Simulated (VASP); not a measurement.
# Re (P6_3/mmc) in VASP: notebook

Runs on Re. Level: PBE. Tasks: single point, relaxation of cell and atoms.

All numbers are computed with VASP 6.6.1; they aren't measurements. Logs are shortened: lines on timing, memory, paths and dates and some standing lists are left out, and cuts for length are marked.

## 1. The cell of the first run

The structure is hexagonal, space group P6_3/mmc (No. 194). The conventional cell has a = 2.770 Å, b = 2.770 Å, c = 4.508 Å, α = 90.00°, β = 90.00°, γ = 120.00°. Within 3.6 Å of Re (site symmetry -6m2) lie 12 Re at 2.76 to 2.77 Å.

## 2. Single point, PBE

INCAR

```
ALGO = Fast
EDIFF = 1E-6
ENCUT = 520
GGA = PE
ISIF = 2
ISMEAR = 0
LASPH = True
LCHARG = False
LREAL = False
LWAVE = False
NBANDS = 14
NELM = 60
PREC = Accurate
SIGMA = 0.05
```

KPOINTS

```
k-points
0
Gamma
  8 8 4
```

POSCAR

```
Re
1.0
    2.7701277266      0.0000000000      0.0000000000
   -1.3850638633      2.3990009829      0.0000000000
    0.0000000000      0.0000000000      4.5079727006
Re
2
Direct
    0.3333333333      0.6666666667      0.2500000000
    0.6666666667      0.3333333333      0.7500000000
```

Potentials or basis: VASP PAW PBE potentials, release 64 (Re).

Command:

```
$ cat potpaw_PBE.64/Re/POTCAR > POTCAR
$ mpirun -np 1 vasp_std > vasp.out
```

OUTCAR:

```text
EDIFF = 1E-6
   ENCUT = 520
   GGA = PE
   ISIF = 2
   ISMEAR = 0
   LASPH = True
   LREAL = False
   NELM = 60
   PREC = Accurate

 ion  position               nearest neighbor table
   1  0.333  0.667  0.250-   2 2.76   2 2.76   2 2.76   2 2.76   2 2.76   2 2.76
   2  0.667  0.333  0.750-   1 2.76   1 2.76   1 2.76   1 2.76   1 2.76   1 2.76

  LATTYP: Found a hexagonal cell.
 ALAT       =     2.7701277266
 C/A-ratio  =     1.6273519294

  Lattice vectors:

 A1 = (   2.7701277266,   0.0000000000,   0.0000000000)
 A2 = (  -1.3850638633,   2.3990009829,   0.0000000000)
 A3 = (   0.0000000000,   0.0000000000,   4.5079727006)

Analysis of symmetry for initial positions (statically):
=====================================================================
 Subroutine PRICEL returns:
 Original cell was already a primitive cell.

 Routine SETGRP: Setting up the symmetry group for a
 hexagonal supercell.

 Subroutine GETGRP returns: Found 24 space group operations
 (whereof 12 operations were pure point group operations)
 out of a pool of 24 trial point group operations.

The static configuration has the point symmetry D_3d.
 The point group associated with its full space group is D_6h.

Analysis of symmetry for dynamics (positions and initial velocities):
=====================================================================
 Subroutine PRICEL returns:
 Original cell was already a primitive cell.

 Routine SETGRP: Setting up the symmetry group for a
 hexagonal supercell.

 Subroutine GETGRP returns: Found 24 space group operations
 (whereof 12 operations were pure point group operations)
 out of a pool of 24 trial point group operations.

The dynamic configuration has the point symmetry D_3d.
 The point group associated with its full space group is D_6h.

 Subroutine INISYM returns: Found 24 space group operations
 (whereof 12 operations are pure point group operations),
 and found     1 'primitive' translations

----------------------------------------------------------------------------------------

                                     Primitive cell

  volume of cell :      29.9579

  direct lattice vectors                    reciprocal lattice vectors
     2.770127727  0.000000000  0.000000000     0.360994185  0.208420090  0.000000000
    -1.385063863  2.399000983  0.000000000     0.000000000  0.416840179  0.000000000
     0.000000000  0.000000000  4.507972701     0.000000000  0.000000000  0.221829205

  length of vectors
     2.770127727  2.770127727  4.507972701     0.416840179  0.416840179  0.221829205

  position of ions in fractional coordinates (direct lattice)
     0.333333333  0.666666667  0.250000000
     0.666666667  0.333333333  0.750000000

  ion indices of the primitive-cell ions
   primitive index   ion index
                 1           1
                 2           2

----------------------------------------------------------------------------------------

 KPOINTS: k-points

Automatic generation of k-mesh.
 Grid dimensions read from file:
 generate k-points for:    8    8    4

 Generating k-lattice:

  Cartesian coordinates                     Fractional coordinates (reciprocal lattice)
     0.045124273  0.026052511  0.000000000     0.125000000  0.000000000  0.000000000
     0.000000000  0.052105022  0.000000000     0.000000000  0.125000000  0.000000000
     0.000000000  0.000000000  0.055457301     0.000000000  0.000000000  0.250000000

  Length of vectors
     0.052105022  0.052105022  0.055457301

  Shift w.r.t. Gamma in fractional coordinates (k-lattice)
     0.000000000  0.000000000  0.000000000

 Subroutine IBZKPT returns following result:
 ===========================================

 Found     30 irreducible k-points:

 Following reciprocal coordinates:
            Coordinates               Weight
  0.000000  0.000000  0.000000      1.000000
  0.125000  0.000000  0.000000      6.000000
  0.250000  0.000000  0.000000      6.000000
  0.375000  0.000000  0.000000      6.000000
  0.500000  0.000000  0.000000      3.000000
  0.125000  0.125000  0.000000      6.000000
[... 16 lines left out ...]
  0.250000  0.000000  0.500000      6.000000
  0.375000  0.000000  0.500000      6.000000
 [... further k-points ...]
   k-points           NKPTS =     30   k-points in BZ     NKDIM =     30   number of bands    NBANDS=     14
   number of dos      NEDOS =    301   number of ions     NIONS =      2
   total plane-waves  NPLWV =  20736
   dimension x,y,z NGX =    24 NGY =   24 NGZ =   36
   dimension x,y,z NGXF=    48 NGYF=   48 NGZF=   72
   ions per type =               2
   NGX,Y,Z   is equivalent  to a cutoff of  14.40, 14.40, 13.28 a.u.
   NGXF,Y,Z  is equivalent  to a cutoff of  28.81, 28.81, 26.55 a.u.
 SYSTEM =  unknown system
   PREC   = accura    normal or accurate (medium, high low for compatibility)
   ISTART =      0    job   : 0-new  1-cont  2-samecut
   ICHARG =      2    charge: 1-file 2-atom 10-const
   ISPIN  =      1    spin polarized calculation?
   LNONCOLLINEAR =      F non collinear calculations
   LSORBIT =      F    spin-orbit coupling
   LASPH  =      T    aspherical Exc in radial PAW
   ENCUT  =  520.0 eV  38.22 Ry    6.18 a.u.   5.15  5.15  8.38*2*pi/ulx,y,z
   NELM   =     60;   NELMIN=  2; NELMDL= -5     # of ELM steps
   EDIFF  = 0.1E-05   stopping-criterion for ELM
   LREAL  =      F    real-space projection
   EDIFFG = 0.1E-04   stopping-criterion for IOM
   NSW    =      0    number of steps for IOM
   IBRION =     -1    ionic relax: 0-MD 1-quasi-New 2-CG
   NFREE  =      0    steps in history (QN), initial steepest desc. (CG)
   ISIF   =      2    stress and relaxation
   ISYM   =      2    0-nonsym 1-usesym 2-fastsym
   POTIM  = 0.5000    time-step for ionic-motion
   TEBEG  =    0.0;   TEEND  =   0.0 temperature during run
   PSTRESS=    0.0 pullay stress
   NELECT =      14.0000    total number of electrons
   NUPDOWN=      -1.0000    fix difference up-down
   EMIN   =  10.00;   EMAX   =-10.00  energy-range for DOS
   EFERMI =   0.00;   METHOD = LEGACY
   ISMEAR =     0;   SIGMA  =   0.05  broadening in eV -4-tet -1-fermi 0-gaus
   EFERMI_NEDOS =   21; number of points for ismear=-14 and -15
   IALGO  =     68    algorithm
   IMIX   =      4    mixing-type and parameters
     AMIX     =   0.40;   BMIX     =  1.00
     AMIX_MAG =   1.60;   BMIX_MAG =  1.00
  volume/ion in A,a.u.               =      14.98       101.08
  Fermi-wavevector in a.u.,A,eV,Ry     =   1.270419  2.400744 21.959322  1.613965
  Thomas-Fermi vector in A             =   2.403407
   LORBIT       =      0    0 simple, 1 ext, 2 COOP (PROOUT), +10 PAW based schemes
   GGA     = PE    functional components
   LHFCALC =     F    Hartree Fock is set to
   AEXX    =    0.0000 exact exchange contribution
   IVDW    =     0    specifies the selected vdW correction
   LEPSILON=     F    determine dielectric tensor
   LRPA    =     F    only Hartree local field effects (RPA)
 non-spin polarized calculation
 RMM-DIIS sequential band-by-band and
 Gauss-broadening in eV      SIGMA  =   0.05
  energy-cutoff  :      520.00
  volume of cell :       29.96
 maximum number of plane-waves:       818
 NGX is ok and might be reduce to    24
   NGX = 11   NGY = 11   NGZ = 17

 number of electron      13.9999999 magnetization

 Free energy of the ion-electron system (eV)
  ---------------------------------------------------
  ext. energy  EPLUGINS =         0.00000000
  ---------------------------------------------------
  free energy    TOTEN  =       -24.82991352 eV

  energy without entropy =      -24.82789131  energy(sigma->0) =      -24.82890242

 E-fermi :   7.5963     XC(G=0): -13.6354

 val. band max:        7.5721586420   @ k =   0.3750   0.0000   0.2500
 cond. band min:       7.5981728012   @ k =   0.1250   0.1250   0.0000
 fundamental gap:      0.0260141592
 Fermi energy:         7.5962900703

 k-point     1 :       0.0000    0.0000    0.0000
  band No.  band energies     occupation
      1      -2.0747      2.00000
      2       1.1639      2.00000
      3       6.0326      2.00000
      4       6.1440      2.00000
      5       6.1440      2.00000
      6       6.9343      2.00000
      7       6.9343      2.00000
      8       7.9087      0.00000
      9       7.9087      0.00000
     10       8.1614      0.00000
     11      10.9368      0.00000
     12      10.9368      0.00000
     13      17.3478      0.00000
     14      21.8414      0.00000

 k-point     2 :       0.1250    0.0000    0.0000
  band No.  band energies     occupation
      1      -1.4601      2.00000
      2       1.7272      2.00000
      3       5.2462      2.00000
      4       6.4183      2.00000
      5       6.4628      2.00000
      6       6.7147      2.00000
      7       6.8685      2.00000
      8       7.4729      1.99951
      9       7.4784      1.99914
     10       7.6553      0.09495
     11      11.2041      0.00000
     12      12.9715      0.00000
     13      17.2607      0.00000
     14      23.1255      0.00000

 k-point     3 :       0.2500    0.0000    0.0000
  band No.  band energies     occupation
      1       0.0844      2.00000
      2       2.5702      2.00000
      3       4.3693      2.00000
      4       4.7448      2.00000
      5       5.8807      2.00000
      6       6.6838      2.00000
      7       7.0079      2.00000
      8       8.1862      0.00000
      9       8.3134      0.00000
     10       8.9561      0.00000
     11      11.5938      0.00000
     12      15.9954      0.00000
     13      16.8083      0.00000
     14      22.5890      0.00000

 k-point     4 :       0.3750    0.0000    0.0000
  band No.  band energies     occupation
      1       1.4919      2.00000
      2       2.1942      2.00000
      3       3.0035      2.00000
      4       5.2904      2.00000
      5       6.0623      2.00000
      6       6.4604      2.00000
      7       6.5920      2.00000
      8      10.4472      0.00000
      9      10.5636      0.00000
     10      10.8943      0.00000
     11      11.8002      0.00000
     12      16.5960      0.00000
     13      18.3385      0.00000
     14      18.6456      0.00000

 k-point     5 :       0.5000    0.0000    0.0000
  band No.  band energies     occupation
      1       1.8356      2.00000
      2       1.9328      2.00000
      3       2.5287      2.00000
      4       5.8355      2.00000
      5       5.9670      2.00000
      6       6.2553      2.00000
      7       7.0154      2.00000
      8      11.5809      0.00000
      9      11.8536      0.00000
     10      12.0782      0.00000
     11      13.5718      0.00000
[... 276 lines left out ...]
 k-point    22 :       0.1250    0.0000    0.5000
  band No.  band energies     occupation
      1       0.7759      2.00000
      2       0.7759      2.00000
      3       4.7474      2.00000
      4       4.7474      2.00000
      5       5.9440      2.00000
      6       5.9440      2.00000
      7       6.4871      2.00000
      8       6.4871      2.00000
      9      10.0290      0.00000
     10      10.0290      0.00000
     11      10.3128      0.00000
     12      10.3128      0.00000
     13      22.3587      0.00000
     14      22.3587      0.00000

 k-point    23 :       0.2500    0.0000    0.5000
  band No.  band energies     occupation
      1       1.7170      2.00000
      2       1.7170      2.00000
      3       4.1982      2.00000
      4       4.1982      2.00000
      5       5.8613      2.00000
      6       5.8613      2.00000
      7       7.5144      1.97945
      8       7.5144      1.97945
      9      10.0645      0.00000
     10      10.0645      0.00000
     11      10.7899      0.00000
     12      10.7899      0.00000
     13      22.2250      0.00000
     14      22.2250      0.00000

 k-point    24 :       0.3750    0.0000    0.5000
  band No.  band energies     occupation
      1       1.6835      2.00000
      2       1.6835      2.00000
      3       3.8485      2.00000
      4       3.8485      2.00000
      5       7.4162      2.00000
      6       7.4162      2.00000
      7       8.0434      0.00000
      8       8.0434      0.00000
      9      11.0455      0.00000
     10      11.0455      0.00000
     11      11.4594      0.00000
     12      11.4594      0.00000
     13      19.9402      0.00000
     14      19.9402      0.00000

 [... further k-points ...]
[... 5 lines left out ...]
  --------------------------------------------------------------------------------------
  -------------------------------------------------------------------------------------
  Total       -0.0937505     -0.0937505     -0.1447341      0.0000000     -0.0000000      0.0000000
  in kB       -5.0138661     -5.0138661     -7.7405160      0.0000000     -0.0000000      0.0000000
  external PRESSURE =      -5.9227494 kB  Pullay stress =       0.0000000 kB

 VOLUME and BASIS-vectors are now :
 -----------------------------------------------------------------------------
  energy-cutoff  :      520.00
  volume of cell :       29.96
      direct lattice vectors                 reciprocal lattice vectors
     2.770127727  0.000000000  0.000000000     0.360994185  0.208420090  0.000000000
    -1.385063863  2.399000983  0.000000000     0.000000000  0.416840179  0.000000000
     0.000000000  0.000000000  4.507972701     0.000000000  0.000000000  0.221829205

 POSITION                                       TOTAL-FORCE (eV/Angst)
 -----------------------------------------------------------------------------------
     -0.00000      1.59933      1.12699         0.000000     -0.000000      0.000000
      1.38506      0.79967      3.38098        -0.000000      0.000000      0.000000
 -----------------------------------------------------------------------------------
    total drift:                               -0.000000      0.000000     -0.000000

  FREE ENERGIE OF THE ION-ELECTRON SYSTEM (eV)
  ---------------------------------------------------
  free  energy   TOTEN  =       -24.8299135221 eV

  energy  without entropy=      -24.8278913121  energy(sigma->0) =      -24.82890242
```

It took 16 s on 1 thread of AMD EPYC 9R45 (Zen 5), shared host; peak memory 0.12 GiB.

What came out:

```
Free energy            : -24.8299 eV
Pressure               : -0.6 GPa
Band gap on the k mesh : zero (band 7 reaches 8.71 eV, above the bottom of band 8 at 6.03 eV)
```

Levels at points of the mesh, in eV from the Fermi level:
| k point | band 3 | band 4 | band 5 | band 6 | band 7 | band 8 | band 9 | band 10 | band 11 | band 12 |
| --- | --- | --- | --- | --- | --- | --- | --- | --- | --- | --- |
| (0.00, 0.00, 0.00) | -1.56 | -1.45 | -1.45 | -0.66 | -0.66 | 0.31 | 0.31 | 0.57 | 3.34 | 3.34 |
| (0.50, 0.00, 0.00) | -5.07 | -1.76 | -1.63 | -1.34 | -0.58 | 3.98 | 4.26 | 4.48 | 5.98 | 6.99 |
| (0.00, 0.00, 0.50) | -2.31 | -2.31 | -1.56 | -1.56 | -1.56 | -1.56 | 2.53 | 2.53 | 2.53 | 2.53 |
| (0.50, 0.00, 0.50) | -3.95 | -3.95 | 0.48 | 0.48 | 0.96 | 0.96 | 4.27 | 4.27 | 4.71 | 4.71 |

Caveat: spin-orbit coupling is left out, which moves the levels of the heavy elements.

## 3. Relaxation of cell and atoms, PBE

This run uses another cell than the first one, of 14.71 Å³/atom, 0.982 times its volume.

INCAR

```
SYSTEM = Re
PREC = Accurate
ENCUT = 600
EDIFF = 1E-6
ISMEAR = 0
SIGMA = 0.05
LREAL = .FALSE.
LASPH = .TRUE.
NELM = 80
ALGO = Normal
ISIF = 3
LWAVE = .FALSE.
LCHARG = .FALSE.
GGA = PE
IBRION = 2
NSW = 80
EDIFFG = -0.03
```

KPOINTS

```
Automatic mesh
0
G
  8 8 4
  0 0 0
```

POSCAR

```
Re
1.0
    2.7608000000      0.0000000000      0.0000000000
   -1.3804000000      2.3909229348      0.0000000000
    0.0000000000      0.0000000000      4.4582000000
Re
2
Direct
    0.3333333333      0.6666666667      0.2500000000
    0.6666666667      0.3333333333      0.7500000000
```

Potentials or basis: VASP PAW PBE potentials, release 64 (Re).

Command:

```
$ cat potpaw_PBE.64/Re/POTCAR > POTCAR
$ mpirun -np 1 vasp_std > vasp.out
```

Run time: 41 s. Hardware: 1 thread of AMD EPYC 9R45 (Zen 5), shared host; peak memory 0.14 GiB.

Results (log left out):

```
Free energy                            : -24.8321 eV
Relaxed volume                         : 14.96 Å³/atom
Relaxed cell                           : a = 2.769 Å, b = 2.769 Å, c = 4.504 Å, α = 90.00°, β = 90.00°, γ = 120.00°
Space group after relaxing (to 0.05 Å) : P6_3/mmc (No. 194)
Energy gained by relaxing              : 5.6 meV/atom
Ionic steps                            : 6
Pressure after relaxing                : 0.0 GPa
Band gap on the k mesh                 : zero (band 7 reaches 8.73 eV, above the bottom of band 8 at 6.05 eV)
```

The path:
| step | energy change (eV) | largest force (eV/Å) | pressure (GPa) | volume (Å³) |
| --- | --- | --- | --- | --- |
| 1 | 0.0000 | 0.0000 | 6.34 | 29.43 |
| 2 | 0.1378 | 0.0000 | -21.25 | 31.97 |
| 3 | -0.0108 | 0.0000 | -0.50 | 29.95 |
| 4 | -0.0108 | 0.0000 | -0.29 | 29.94 |
| 5 | -0.0105 | 0.0000 | 0.44 | 29.88 |
| 6 | -0.0112 | 0.0000 | 0.00 | 29.91 |

Final structure:
```cif
data_structure
_symmetry_space_group_name_H-M 'P 1'
_symmetry_Int_Tables_number 1
_cell_length_a 2.7692
_cell_length_b 2.7692
_cell_length_c 4.5041
_cell_angle_alpha 90.000
_cell_angle_beta 90.000
_cell_angle_gamma 120.000
_cell_volume 29.91
loop_
_atom_site_label
_atom_site_type_symbol
_atom_site_fract_x
_atom_site_fract_y
_atom_site_fract_z
_atom_site_occupancy
Re1 Re 0.33333 0.66667 0.25000 1
Re2 Re 0.66667 0.33333 0.75000 1
```

Levels at points of the mesh, in eV from the Fermi level:
| k point | band 4 | band 5 | band 6 | band 7 | band 8 | band 9 | band 10 | band 11 |
| --- | --- | --- | --- | --- | --- | --- | --- | --- |
| (0.00, 0.00, 0.00) | -1.46 | -1.46 | -0.66 | -0.66 | 0.31 | 0.31 | 0.57 | 3.35 |
| (0.50, 0.00, 0.00) | -1.77 | -1.63 | -1.34 | -0.58 | 3.99 | 4.27 | 4.49 | 5.99 |
| (0.00, 0.00, 0.50) | -2.32 | -1.57 | -1.57 | -1.57 | -1.57 | 2.54 | 2.54 | 2.54 |
| (0.50, 0.00, 0.50) | -3.96 | 0.48 | 0.48 | 0.96 | 0.96 | 4.28 | 4.28 | 4.72 |

Caveat: spin-orbit coupling is left out, which moves the levels of the heavy elements. PBE usually gives volumes a little too large and moduli too small.
